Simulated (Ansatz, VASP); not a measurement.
# SnTe: VASP beside Ansatz

Contents of INCAR:

```
SYSTEM = SnTe
  PREC = Accurate
  ENCUT = 520
  EDIFF = 1E-6
  ISMEAR = -1
  SIGMA = 0.02
  LREAL = .FALSE.
  LASPH = .TRUE.
  NELM = 60
  ALGO = Normal
  ISIF = 2
  LWAVE = .FALSE.
  LCHARG = .TRUE.
  GGA = PE
  LELF = .TRUE.
  LVHAR = .TRUE.
  NBANDS = 28
```

File KPOINTS:

```
Automatic mesh
0
G
  6 6 4
  0 0 0
```

File POSCAR:

```
SnTe
1.0
    5.3879010630      0.0000000000      0.0000000000
   -2.6939505315      4.6660591936      0.0000000000
    0.0000000000      0.0000000000      6.4239308324
Sn Te
2 2
Direct
    0.3333333333      0.6666666667      0.2500000000
    0.6666666667      0.3333333333      0.7500000000
    0.6666666667      0.3333333333      0.2500000000
    0.3333333333      0.6666666667      0.7500000000
```

Input for Ansatz:

```yaml
crystal:
  lattice:
    - [5.387901063, 0.0, 0.0]
    - [-2.6939505315, 4.6660591936, 0.0]
    - [0.0, 0.0, 6.4239308324]
  atoms:
    - { symbol: Sn, position: [0.3333333333, 0.6666666667, 0.25] }
    - { symbol: Sn, position: [0.6666666667, 0.3333333333, 0.75] }
    - { symbol: Te, position: [0.6666666667, 0.3333333333, 0.25] }
    - { symbol: Te, position: [0.3333333333, 0.6666666667, 0.75] }
kpoints:
  mp_grid: { grid: [6, 6, 4] }
  band_path:
    path:
      - [[0.0, 0.0, 0.0], [0.5, 0.0, 0.0], [0.333333333333, 0.333333333333, 0.0], [0.0, 0.0, 0.0], [0.0, 0.0, 0.5], [0.5, 0.0, 0.5], [0.333333333333, 0.333333333333, 0.5], [0.0, 0.0, 0.5]]
      - [[0.5, 0.0, 0.5], [0.5, 0.0, 0.0]]
      - [[0.333333333333, 0.333333333333, 0.5], [0.333333333333, 0.333333333333, 0.0]]
    npoints: 10
hamiltonian:
  xc: pbe
scf:
  occupations: { method: fermi_dirac, width: 0.02 }
  n_extra_bands: 5
output:
  forces: true
  stress: true
  eigenvalues: true
```

Alike in both runs: task single point; functional PBE; k mesh 6 × 6 × 4; occupations fermi-dirac, width 0.02 eV; no spin polarisation.

|  | VASP | Ansatz |
| --- | --- | --- |
| version | VASP 6.6.1 | Ansatz 0.2.0 |
| potentials or method | VASP PAW PBE potentials, release 64 (Sn_d, Te) | plane waves, PAW |
| plane-wave cutoff (eV) | 520 | 420 |
| valence electrons in the cell | 40 | 60 |

|  | VASP | Ansatz | Ansatz less VASP |
| --- | --- | --- | --- |
| pressure (GPa) | 0.6 | 0.6 | +0.01 |
| traceless stress, the component that is largest in VASP (GPa) | 0.10 | 0.10 | 0.000 |

The functional is the same, so the differences come from potentials, cutoffs and numerics. VASP's potentials hold 40 valence electrons a cell and Ansatz's 60, so a difference there can come from the potentials and not from the codes.

Neither program's run includes spin-orbit coupling.
